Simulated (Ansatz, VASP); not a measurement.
# Two plane-wave programs on BP

File INCAR:

```
ALGO = Normal
EDIFF = 1E-6
ENCUT = 520
GGA = PE
ISIF = 2
ISMEAR = 0
LASPH = T
LCHARG = T
LELF = T
LREAL = F
LVHAR = T
LWAVE = F
NBANDS = 11
NELM = 60
PREC = Accurate
SIGMA = 0.05
```

KPOINTS

```
k-points
0
Gamma
  10 10 10
```

POSCAR

```
BP
1.0
    0.0000000000      2.4505200000      2.2690000000
    2.4505200000      0.0000000000      2.2690000000
    2.4505200000      2.4505200000      0.0000000000
B P
1 1
Direct
    0.0000000000      0.0000000000      0.0000000000
    0.7500000000      0.7500000000      0.7500000000
```

Input for Ansatz:

```yaml
crystal:
  lattice:
    - [0.0, 2.45052, 2.269]
    - [2.45052, 0.0, 2.269]
    - [2.45052, 2.45052, 0.0]
  atoms:
    - { symbol: B, position: [0.0, 0.0, 0.0] }
    - { symbol: P, position: [0.75, 0.75, 0.75] }
basis:
  ecutwfc: 420
kpoints:
  mp_grid: { grid: [10, 10, 10] }
hamiltonian:
  xc: pbe
scf:
  occupations: { method: gaussian, width: 0.05 }
output:
  forces: true
  stress: true
  eigenvalues: true
```

Change from the starting cell: strain +0.080 along x and y, +0.000 along z, atoms carried along.

Alike in both runs: task single point; functional PBE; k mesh 10 × 10 × 10; occupations gaussian, width 0.05 eV; no spin polarisation.

|  | VASP | Ansatz |
| --- | --- | --- |
| version | VASP 6.6.1 | Ansatz 0.2.0 |
| potentials or method | VASP PAW PBE potentials, release 64 (B, P), cutoff 520 eV | scalar-relativistic, plane waves, PAW |
| valence electrons in the cell | 8 | 8 |

|  | VASP | Ansatz | Ansatz less VASP |
| --- | --- | --- | --- |
| gap on the k mesh at the Fermi level (eV) | 0.40 | 0.41 | +0.003 |
| least direct gap on the mesh (eV) | 2.52 | 2.52 | +0.002 |
| pressure (GPa) | -18.0 | -17.9 | +0.14 |
| traceless stress, the component that is largest in VASP (GPa) | 10.74 | 10.73 | -0.010 |
